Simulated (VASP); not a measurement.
Set up this calculation in VASP 6.6.1, as the native input.

```yaml
Task: single point
Functional: r2SCAN
Potentials_or_basis: VASP PAW PBE potentials, release 64 (Ti_sv)
Cutoff: 520 eV
k_mesh: 12 × 12 × 18
Occupations: gaussian, width 0.15 eV
Spin: no spin polarisation
Dipole_correction: no
Further_INCAR_settings: ALGO = Normal; EDIFF = 1e-06; NBANDS = 25
```

The system is Ti.

```
Ti
1.0
     4.49433    0.00000    0.00000
    -2.24717    3.89220    0.00000
     0.00000    0.00000    2.91795
Ti
3
Direct
  0.00000 0.00000 0.00000
  0.33333 0.66667 0.50000
  0.66667 0.33333 0.50000
```

This isn't the form of Ti at room conditions, which is hcp.

This cell differs from its parent crystal: ratio of the length along z to the lengths across it x 1.05, volume and fractional coordinates fixed.

The input as run:

POSCAR

```
Ti
1.0
    4.4943310557      0.0000000000      0.0000000000
   -2.2471655278      3.8922048672      0.0000000000
    0.0000000000      0.0000000000      2.9179473691
Ti
3
Direct
    0.0000000000      0.0000000000      0.0000000000
    0.3333333333      0.6666666667      0.5000000000
    0.6666666667      0.3333333333      0.5000000000
```

INCAR.step1

```
ALGO = Normal ; EDIFF = 1E-4
ENCUT = 520 ; GGA = PE
ISMEAR = 0 ; LASPH = T
LCHARG = F ; LREAL = F
LWAVE = T ; NBANDS = 25
NELM = 80 ; PREC = Accurate
SIGMA = 0.15
```

INCAR.step2

```
ALGO = Normal ; EDIFF = 1E-6
ENCUT = 520 ; ISIF = 2
ISMEAR = 0 ; ISTART = 1
LASPH = T ; LCHARG = F
LMIXTAU = T ; LREAL = F
LWAVE = F ; METAGGA = R2SCAN
NBANDS = 25 ; NELM = 80
PREC = Accurate ; SIGMA = 0.15
```

KPOINTS

```
k-points
0
Gamma
  12 12 18
```

Potentials or basis: VASP PAW PBE potentials, release 64 (Ti_sv).

The run is started by

```sh
$ cat potpaw_PBE.64/Ti_sv/POTCAR > POTCAR
$ cp INCAR.step1 INCAR
$ mpirun -np 1 vasp_std > vasp.out
$ cp INCAR.step2 INCAR
$ mpirun -np 1 vasp_std > vasp.out
```

Results of the run:

```yaml
Pressure: 0.2 GPa
Band_gap_on_the_k_mesh: zero (bands 18 and 19 overlap by 0.44 eV)
```

Caveat: the stress differs along the axes, from -6 to 3 GPa; the PAW data sets were made with another functional, which shifts forces and pressure a little.

It took 6.3 min on 1 thread of Intel(R) Xeon(R) 6975P-C (Granite Rapids), with other jobs on the host, peak memory 0.31 GiB.
